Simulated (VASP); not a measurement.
# Sr in VASP: settings compared

The runs below take Sr through single point, with SVWN5, PBE.

Program: VASP 6.6.1. These are calculated values, not measurements. Logs are shortened: lines on timing, memory, paths and dates and some standing lists are left out, and cuts for length are marked.

## Step 1: The cell of the first run

Symmetry: Fm-3m, No. 225, cubic system. Conventional cell: a = 5.649 Å, b = 5.649 Å, c = 5.649 Å, α = 90.00°, β = 90.00°, γ = 90.00°. Within 5.2 Å of Sr (site symmetry m-3m) lie 12 Sr at 3.99 Å.

## Step 2: Single point, SVWN5, collinear spin (45.06 Å³/atom)

Contents of INCAR:

```
SYSTEM = Sr
PREC = Accurate ; ENCUT = 520
EDIFF = 1E-6 ; ISMEAR = -1
SIGMA = 0.01 ; LREAL = .FALSE.
LASPH = .TRUE. ; NELM = 150
ALGO = Normal ; ISIF = 2
LWAVE = .FALSE. ; LCHARG = .TRUE.
ISPIN = 2 ; MAGMOM = 0.5
LORBIT = 11 ; GGA = VW
LELF = .TRUE. ; LVHAR = .TRUE.
NBANDS = 15
```

Contents of KPOINTS:

```
Automatic mesh
0
G
  8 8 8
  0 0 0
```

Contents of POSCAR:

```
Sr
1.0
    0.0000000000      2.8242675576      2.8242675576
    2.8242675576      0.0000000000      2.8242675576
    2.8242675576      2.8242675576      0.0000000000
Sr
1
Direct
    0.0000000000      0.0000000000      0.0000000000
```

Potentials or basis: VASP PAW PBE potentials, release 64 (Sr_sv).

Run with:

```console
$ cat potpaw_PBE.64/Sr_sv/POTCAR > POTCAR
$ mpirun -np 1 vasp_std > vasp.out
```

OUTCAR:

```text
SYSTEM = Sr
   PREC = Accurate
   ENCUT = 520
   EDIFF = 1E-6
   ISMEAR = -1
   LREAL = .FALSE.
   LASPH = .TRUE.
   NELM = 150
   ISIF = 2
   ISPIN = 2
   LORBIT = 11
   GGA = VW

 ion  position               nearest neighbor table
   1  0.000  0.000  0.000-

  LATTYP: Found a face centered cubic cell.
 ALAT       =     5.6485351152

  Lattice vectors:

 A1 = (   0.0000000000,   2.8242675576,   2.8242675576)
 A2 = (   2.8242675576,   0.0000000000,   2.8242675576)
 A3 = (   2.8242675576,   2.8242675576,   0.0000000000)

Analysis of symmetry for initial positions (statically):
=====================================================================
 Subroutine PRICEL returns:
 Original cell was already a primitive cell.

 Routine SETGRP: Setting up the symmetry group for a
 face centered cubic supercell.

 Subroutine GETGRP returns: Found 48 space group operations
 (whereof 48 operations were pure point group operations)
 out of a pool of 48 trial point group operations.

The static configuration has the point symmetry O_h .

Analysis of symmetry for dynamics (positions and initial velocities):
=====================================================================
 Subroutine PRICEL returns:
 Original cell was already a primitive cell.

 Routine SETGRP: Setting up the symmetry group for a
 face centered cubic supercell.

 Subroutine GETGRP returns: Found 48 space group operations
 (whereof 48 operations were pure point group operations)
 out of a pool of 48 trial point group operations.

The dynamic configuration has the point symmetry O_h .

Analysis of structural, dynamic, and magnetic symmetry:
=====================================================================
 Subroutine PRICEL returns:
 Original cell was already a primitive cell.

 Routine SETGRP: Setting up the symmetry group for a
 face centered cubic supercell.

 Subroutine GETGRP returns: Found 48 space group operations
 (whereof 48 operations were pure point group operations)
 out of a pool of 48 trial point group operations.

The overall configuration has the point symmetry O_h .

 Subroutine INISYM returns: Found 48 space group operations
 (whereof 48 operations are pure point group operations),
 and found     1 'primitive' translations

----------------------------------------------------------------------------------------

                                     Primitive cell

  volume of cell :      45.0555

  direct lattice vectors                    reciprocal lattice vectors
     0.000000000  2.824267558  2.824267558    -0.177037051  0.177037051  0.177037051
     2.824267558  0.000000000  2.824267558     0.177037051 -0.177037051  0.177037051
     2.824267558  2.824267558  0.000000000     0.177037051  0.177037051 -0.177037051

  length of vectors
     3.994117484  3.994117484  3.994117484     0.306637167  0.306637167  0.306637167

  position of ions in fractional coordinates (direct lattice)
     0.000000000  0.000000000  0.000000000

  ion indices of the primitive-cell ions
   primitive index   ion index
                 1           1

----------------------------------------------------------------------------------------

 KPOINTS: Automatic mesh

Automatic generation of k-mesh.
 Grid dimensions read from file:
 generate k-points for:    8    8    8

 Generating k-lattice:

  Cartesian coordinates                     Fractional coordinates (reciprocal lattice)
    -0.022129631  0.022129631  0.022129631     0.125000000  0.000000000  0.000000000
     0.022129631 -0.022129631  0.022129631     0.000000000  0.125000000  0.000000000
     0.022129631  0.022129631 -0.022129631     0.000000000  0.000000000  0.125000000

  Length of vectors
     0.038329646  0.038329646  0.038329646

  Shift w.r.t. Gamma in fractional coordinates (k-lattice)
     0.000000000  0.000000000  0.000000000

 Subroutine IBZKPT returns following result:
 ===========================================

 Found     29 irreducible k-points:

 Following reciprocal coordinates:
            Coordinates               Weight
  0.000000  0.000000  0.000000      1.000000
  0.125000  0.000000  0.000000      8.000000
  0.250000  0.000000  0.000000      8.000000
  0.375000  0.000000  0.000000      8.000000
  0.500000  0.000000  0.000000      4.000000
  0.125000  0.125000  0.000000      6.000000
[... 16 lines left out ...]
  0.500000  0.250000  0.125000     48.000000
 -0.375000  0.250000  0.125000     24.000000
 [... further k-points ...]
   k-points           NKPTS =     29   k-points in BZ     NKDIM =     29   number of bands    NBANDS=     15
   number of dos      NEDOS =    301   number of ions     NIONS =      1
   total plane-waves  NPLWV =  27000
   dimension x,y,z NGX =    30 NGY =   30 NGZ =   30
   dimension x,y,z NGXF=    60 NGYF=   60 NGZF=   60
   ions per type =               1
   NGX,Y,Z   is equivalent  to a cutoff of  12.49, 12.49, 12.49 a.u.
   NGXF,Y,Z  is equivalent  to a cutoff of  24.97, 24.97, 24.97 a.u.
 SYSTEM =  Sr
   PREC   = accura    normal or accurate (medium, high low for compatibility)
   ISTART =      0    job   : 0-new  1-cont  2-samecut
   ICHARG =      2    charge: 1-file 2-atom 10-const
   ISPIN  =      2    spin polarized calculation?
   LNONCOLLINEAR =      F non collinear calculations
   LSORBIT =      F    spin-orbit coupling
   LASPH  =      T    aspherical Exc in radial PAW
   ENCUT  =  520.0 eV  38.22 Ry    6.18 a.u.   7.43  7.43  7.43*2*pi/ulx,y,z
   NELM   =    150;   NELMIN=  2; NELMDL= -5     # of ELM steps
   EDIFF  = 0.1E-05   stopping-criterion for ELM
   LREAL  =      F    real-space projection
   EDIFFG = 0.1E-04   stopping-criterion for IOM
   NSW    =      0    number of steps for IOM
   IBRION =     -1    ionic relax: 0-MD 1-quasi-New 2-CG
   NFREE  =      0    steps in history (QN), initial steepest desc. (CG)
   ISIF   =      2    stress and relaxation
   ISYM   =      2    0-nonsym 1-usesym 2-fastsym
   POTIM  = 0.5000    time-step for ionic-motion
   TEBEG  =    0.0;   TEEND  =   0.0 temperature during run
   PSTRESS=    0.0 pullay stress
   NELECT =      10.0000    total number of electrons
   NUPDOWN=      -1.0000    fix difference up-down
   EMIN   =  10.00;   EMAX   =-10.00  energy-range for DOS
   EFERMI =   0.00;   METHOD = LEGACY
   ISMEAR =    -1;   SIGMA  =   0.01  broadening in eV -4-tet -1-fermi 0-gaus
   EFERMI_NEDOS =   21; number of points for ismear=-14 and -15
   IALGO  =     38    algorithm
   IMIX   =      4    mixing-type and parameters
     AMIX     =   0.40;   BMIX     =  1.00
     AMIX_MAG =   1.60;   BMIX_MAG =  1.00
  volume/ion in A,a.u.               =      45.06       304.05
  Fermi-wavevector in a.u.,A,eV,Ry     =   0.991195  1.873086 13.367276  0.982467
  Thomas-Fermi vector in A             =   2.122919
   LORBIT       =     11    0 simple, 1 ext, 2 COOP (PROOUT), +10 PAW based schemes
   GGA     = VW    functional components
   LHFCALC =     F    Hartree Fock is set to
   AEXX    =    0.0000 exact exchange contribution
   IVDW    =     0    specifies the selected vdW correction
   LEPSILON=     F    determine dielectric tensor
   LRPA    =     F    only Hartree local field effects (RPA)
 spin polarized calculation
  energy-cutoff  :      520.00
  volume of cell :       45.06
 maximum number of plane-waves:      1243
 NGX is ok and might be reduce to    30
   NGX = 15   NGY = 15   NGZ = 15

 number of electron      10.0000000 magnetization      -0.0000280

 number of electron      10.0000000 magnetization       0.0000152

 Free energy of the ion-electron system (eV)
  ---------------------------------------------------
  ext. energy  EPLUGINS =         0.00000000
  ---------------------------------------------------
  free energy    TOTEN  =        36.82891147 eV

  energy without entropy =       36.82891267  energy(sigma->0) =       36.82891207

 E-fermi :   2.1089     XC(G=0):  -8.1994

 val. band max:        2.0301831209   @ k =  -0.2500   0.5000   0.2500
 cond. band min:       2.1808719799   @ k =   0.5000   0.5000   0.0000
 fundamental gap:      0.1506888589
 Fermi energy:         2.1089481834

 spin component 1

 k-point     1 :       0.0000    0.0000    0.0000
  band No.  band energies     occupation
      1     -34.1126      1.00000
      2     -15.9555      1.00000
      3     -15.9555      1.00000
      4     -15.9555      1.00000
      5      -1.8709      1.00000
      6       4.5450      0.00000
      7       4.5450      0.00000
      8       4.5450      0.00000
      9       6.3551      0.00000
     10       6.3551      0.00000
     11       9.8983      0.00000
     12      12.4216      0.00000
     13      12.4216      0.00000
     14      12.4216      0.00000
     15      14.3456      0.00000
[... 397 lines left out ...]
 k-point    24 :      -0.3750    0.2500    0.1250
  band No.  band energies     occupation
      1     -34.0709      1.00000
      2     -16.2992      1.00000
      3     -16.1128      1.00000
      4     -16.0410      1.00000
      5       1.6038      1.00000
      6       2.2679      0.00000
      7       3.4669      0.00000
      8       4.9831      0.00000
      9       7.0967      0.00000
     10       8.0727      0.00000
     11       8.3634      0.00000
     12      11.4797      0.00000
     13      11.6022      0.00000
     14      12.5270      0.00000
     15      16.7423      0.00000

 [... further k-points ...]

 spin component 2

 k-point     1 :       0.0000    0.0000    0.0000
  band No.  band energies     occupation
      1     -34.0607      1.00000
      2     -15.9107      1.00000
      3     -15.9107      1.00000
      4     -15.9107      1.00000
      5      -1.8766      1.00000
      6       4.5554      0.00000
      7       4.5554      0.00000
      8       4.5554      0.00000
      9       6.3703      0.00000
     10       6.3703      0.00000
     11       9.8971      0.00000
     12      12.4234      0.00000
     13      12.4234      0.00000
     14      12.4234      0.00000
     15      14.3434      0.00000
[... 397 lines left out ...]
 k-point    24 :      -0.3750    0.2500    0.1250
  band No.  band energies     occupation
      1     -34.0187      1.00000
      2     -16.2568      1.00000
      3     -16.0691      1.00000
      4     -15.9968      1.00000
      5       1.6048      1.00000
      6       2.2759      0.00000
      7       3.4750      0.00000
      8       4.9934      0.00000
      9       7.1068      0.00000
     10       8.0896      0.00000
     11       8.3692      0.00000
     12      11.4891      0.00000
     13      11.6196      0.00000
     14      12.5360      0.00000
     15      16.7511      0.00000

 [... further k-points ...]

------------------------ aborting loop because EDIFF is reached ----------------------------------------

  FORCE on cell =-STRESS in cart. coord.  units (eV):
  Direction    XX          YY          ZZ          XY          YZ          ZX
  --------------------------------------------------------------------------------------
  -------------------------------------------------------------------------------------
  Total        0.3284311      0.3284311      0.3284311     -0.0000000     -0.0000000      0.0000000
  in kB       11.6790466     11.6790466     11.6790466     -0.0000000     -0.0000000      0.0000000
  external PRESSURE =      11.6790466 kB  Pullay stress =       0.0000000 kB

 VOLUME and BASIS-vectors are now :
 -----------------------------------------------------------------------------
  energy-cutoff  :      520.00
  volume of cell :       45.06
      direct lattice vectors                 reciprocal lattice vectors
     0.000000000  2.824267558  2.824267558    -0.177037051  0.177037051  0.177037051
     2.824267558  0.000000000  2.824267558     0.177037051 -0.177037051  0.177037051
     2.824267558  2.824267558  0.000000000     0.177037051  0.177037051 -0.177037051

 POSITION                                       TOTAL-FORCE (eV/Angst)
 -----------------------------------------------------------------------------------
      0.00000      0.00000      0.00000         0.000000      0.000000      0.000000
 -----------------------------------------------------------------------------------
    total drift:                               -0.000000     -0.000000      0.000000

  FREE ENERGIE OF THE ION-ELECTRON SYSTEM (eV)
  ---------------------------------------------------
  free  energy   TOTEN  =        36.8289114741 eV

  energy  without entropy=       36.8289126737  energy(sigma->0) =       36.82891207

 total charge

# of ion       s       p       d       tot
------------------------------------------
    1        2.079   5.636   0.186   7.901

 magnetization (x)

# of ion       s       p       d       tot
------------------------------------------
    1       -0.001  -0.007   0.000  -0.007
```

It took 26 s on 1 thread of Intel Xeon Platinum 8488C (Sapphire Rapids), shared host; peak memory 0.17 GiB.

Results:

- Free energy: 36.8289 eV
- Pressure: 1.2 GPa
- Net moment: 0.00 μB per cell
- Valence electrons inside the program's atomic spheres: Sr 7.90

Caveat: the PAW data sets were made with another functional, which shifts forces and pressure a little.

## Step 3: Single point, PBE

This run uses another cell than the first one, of 57.45 Å³/atom.

Contents of INCAR:

```
  PREC = Accurate
  ENCUT = 500
  EDIFF = 1E-6
  ISMEAR = -1
  SIGMA = 0.05
  LREAL = F
  LASPH = T
  NELM = 120
  ALGO = Normal
  ISIF = 2
  LWAVE = F
  LCHARG = T
  GGA = PE
  LELF = T
  LVHAR = T
  NBANDS = 11
  GGA_COMPAT = F
```

Contents of KPOINTS:

```
regular mesh
0
Gamma
  8 8 8
```

Contents of POSCAR:

```
Sr
1.0
    0.0000000000      3.0423500000      3.1031970000
    3.0423500000      0.0000000000      3.1031970000
    3.0423500000      3.0423500000      0.0000000000
Sr
1
Direct
    0.0000000000      0.0000000000      0.0000000000
```

Potentials or basis: VASP PAW PBE potentials, release 64 (Sr_sv).

Run with:

```console
$ cat potpaw_PBE.64/Sr_sv/POTCAR > POTCAR
$ mpirun -np 1 vasp_std > vasp.out
```

It took 38 s on 1 thread of Intel Xeon 8259CL, shared host; peak memory 0.19 GiB.

It converged, with:

```
Free energy            : -1.6415 eV
Pressure               : -0.5 GPa
Band gap on the k mesh : zero (bands 5 and 6 overlap by 0.10 eV)
```

Stress tensor (GPa, compression positive):
```
-0.48  0.00  0.00
 0.00 -0.48  0.00
 0.00  0.00 -0.62
```

Levels at points of the mesh, in eV from the Fermi level:
| k point | band 3 | band 4 | band 5 | band 6 | band 7 | band 8 |
| --- | --- | --- | --- | --- | --- | --- |
| (0.00, 0.00, 0.00) | -18.57 | -18.57 | -3.55 | 2.26 | 2.36 | 2.36 |
| (0.50, 0.00, 0.00) | -18.60 | -18.59 | -1.07 | 0.04 | 2.11 | 2.24 |
| (0.50, 0.50, 0.00) | -18.63 | -18.63 | -0.60 | 0.44 | 0.88 | 4.73 |
| (0.50, 0.00, 0.50) | -18.64 | -18.63 | -0.55 | 0.39 | 1.05 | 4.70 |

The gap in the log of VASP goes by the Fermi energy; the results here count the filled bands.